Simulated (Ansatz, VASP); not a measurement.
# Cu: VASP beside Ansatz

Contents of INCAR:

```
PREC     = Accurate       # precision mode
ENCUT    = 520            # plane-wave cutoff, eV
EDIFF    = 1E-7           # SCF threshold, eV
ISMEAR   = 0              # smearing method
SIGMA    = 0.15           # smearing width, eV
LREAL    = False          # projectors in reciprocal space
LASPH    = True           # aspherical terms in the spheres
NELM     = 100            # most SCF steps
ALGO     = Fast           # electronic algorithm
ISIF     = 2              # what is computed and relaxed
LWAVE    = False          # write WAVECAR
LCHARG   = False          # write CHGCAR
GGA      = PE             # functional
NBANDS   = 18             # bands
```

File KPOINTS:

```
Automatic mesh
0
Gamma
  24 24 12
```

File POSCAR:

```
Cu
1.0
    2.6608015033      0.0000000000      0.0000000000
   -1.3304007516      2.3043216963      0.0000000000
    0.0000000000      0.0000000000      4.0097567250
Cu
2
Direct
    0.3333333333      0.6666666667      0.2500000000
    0.6666666667      0.3333333333      0.7500000000
```

Input for Ansatz:

```yaml
crystal:
  lattice:
    - [2.6608015033, 0.0, 0.0]
    - [-1.3304007516, 2.3043216963, 0.0]
    - [0.0, 0.0, 4.009756725]
  atoms:
    - { symbol: Cu, position: [0.3333333333, 0.6666666667, 0.25] }
    - { symbol: Cu, position: [0.6666666667, 0.3333333333, 0.75] }
basis:
  ecutwfc: 420
kpoints:
  mp_grid: { grid: [24, 24, 12] }
hamiltonian:
  xc: pbe
scf:
  occupations: { method: gaussian, width: 0.15 }
output:
  forces: true
  stress: true
  eigenvalues: true
```

Change from the starting cell: strain +0.050 along x and y, -0.025 along z, atoms carried along.

Alike in both runs: task single point; functional PBE; k mesh 24 × 24 × 12; occupations gaussian, width 0.15 eV; no spin polarisation.

|  | VASP | Ansatz |
| --- | --- | --- |
| version | VASP 6.6.1 | Ansatz 0.2.0 |
| potentials or method | VASP PAW PBE potentials, release 64 (Cu), cutoff 520 eV | scalar-relativistic, plane waves, PAW |
| valence electrons in the cell | 22 | 38 |

Ansatz gave:

```
gap on the k mesh at the Fermi level (eV)                     : none
pressure (GPa)                                                : -2.5
traceless stress, the component that is largest in VASP (GPa) : 7.65
```

Which values does VASP return?

gap on the k mesh at the Fermi level (eV): none; pressure (GPa): -2.0; traceless stress, the component that is largest in VASP (GPa): 7.54.

A gap of «none» marks a metal or a gap that the smearing closes. The functional is the same, so the differences come from potentials, cutoffs and numerics. VASP's potentials hold 22 valence electrons a cell and Ansatz's 38, so a difference there can come from the potentials and not from the codes.
